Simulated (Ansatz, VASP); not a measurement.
# One calculation of Mg, two programs

```
Mg
1.0
     3.19017    0.06354    0.02811
    -1.54006    2.77249    0.01051
     0.09132    0.09215   10.56105
Mg
4
Direct
  0.98501 0.00985 0.99885
  0.34251 0.69195 0.24580
  0.01978 0.99446 0.51100
  0.65270 0.30375 0.74435
```

Change from the starting cell: all atoms moved at random, cell strained at random.

Alike in both runs: task single point; functional PBE; k mesh 14 × 14 × 4; occupations gaussian, width 0.1 eV; no spin polarisation.

|  | VASP | Ansatz |
| --- | --- | --- |
| version | VASP 6.6.1 | Ansatz 0.2.0 |
| potentials or method | VASP PAW PBE potentials, release 64 (Mg), cutoff 520 eV | scalar-relativistic, plane waves, PAW |
| valence electrons in the cell | 8 | 40 |

VASP gave:

* gap on the k mesh at the Fermi level (eV): none
* pressure (GPa): -0.7
* traceless stress, the component that is largest in VASP (GPa): -1.08
* rms of the force components (eV/Å): 0.162

What did Ansatz give for the same quantities?

gap on the k mesh at the Fermi level (eV): none; pressure (GPa): -0.6; traceless stress, the component that is largest in VASP (GPa): -1.08; rms of the force components (eV/Å): 0.163.

Atom by atom the forces differ by 0.000 eV/Å (rms over components). A gap of «none» marks a metal or a gap that the smearing closes. VASP's potentials hold 8 valence electrons a cell and Ansatz's 40, so a difference there can come from the potentials and not from the codes.
